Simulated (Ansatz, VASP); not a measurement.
Ru in VASP and in Ansatz

File POSCAR:

```
Ru
1.0
    0.0000000000      1.9150000000      1.9150000000
    1.9150000000      0.0000000000      1.9150000000
    1.9150000000      1.9150000000      0.0000000000
Ru
1
Direct
    0.0000000000      0.0000000000      0.0000000000
```

INCAR.step1

```
SYSTEM = Ru
ALGO = Normal
EDIFF = 1E-5
ENCUT = 550
GGA = PE
GGA_COMPAT = .False.
ISMEAR = 0
LASPH = .True.
LCHARG = .False.
LREAL = .False.
LWAVE = .True.
NBANDS = 13
NELM = 120
PREC = Accurate
SIGMA = 0.1
```

File INCAR.step2:

```
SYSTEM = Ru
ALGO = Normal
EDIFF = 1E-6
ENCUT = 550
GGA_COMPAT = .False.
ISIF = 2
ISMEAR = 0
ISTART = 1
LASPH = .True.
LCHARG = .True.
LELF = .True.
LMIXTAU = .True.
LREAL = .False.
LVHAR = .True.
LWAVE = .False.
METAGGA = R2SCAN
NBANDS = 13
NELM = 120
PREC = Accurate
SIGMA = 0.1
```

File KPOINTS:

```
k-points
0
Gamma
  8 8 8
  0 0 0
```

Input for Ansatz:

```yaml
crystal:
  lattice:
    - [0.0, 1.915, 1.915]
    - [1.915, 0.0, 1.915]
    - [1.915, 1.915, 0.0]
  atoms:
    - { symbol: Ru, position: [0.0, 0.0, 0.0] }
basis:
  ecutwfc: 500
kpoints:
  mp_grid: { grid: [8, 8, 8] }
hamiltonian:
  xc: r2scan
scf:
  occupations: { method: gaussian, width: 0.1 }
output:
  forces: true
  stress: true
  eigenvalues: true
```

Alike in both runs: task single point; functional r2SCAN; k mesh 8 × 8 × 8; occupations gaussian, width 0.1 eV; no spin polarisation.

```csv
,VASP,Ansatz
version,VASP 6.6.1,Ansatz 0.2.0
potentials or method,"VASP PAW PBE potentials, release 64 (Ru_pv), cutoff 550 eV","scalar-relativistic, plane waves, PAW"
valence electrons in the cell,14,16
```

```csv
,VASP,Ansatz,Ansatz less VASP
gap on the k mesh at the Fermi level (eV),none,none,-
pressure (GPa),-10.5,-11.7,-1.23
```

VASP's potentials were made for PBE, not for r2SCAN. A gap of «none» marks a metal or a gap that the smearing closes. With one functional, cell and mesh, what is left measures potentials, basis and numerics. VASP's potentials hold 14 valence electrons a cell and Ansatz's 16, so a difference there can come from the potentials and not from the codes.
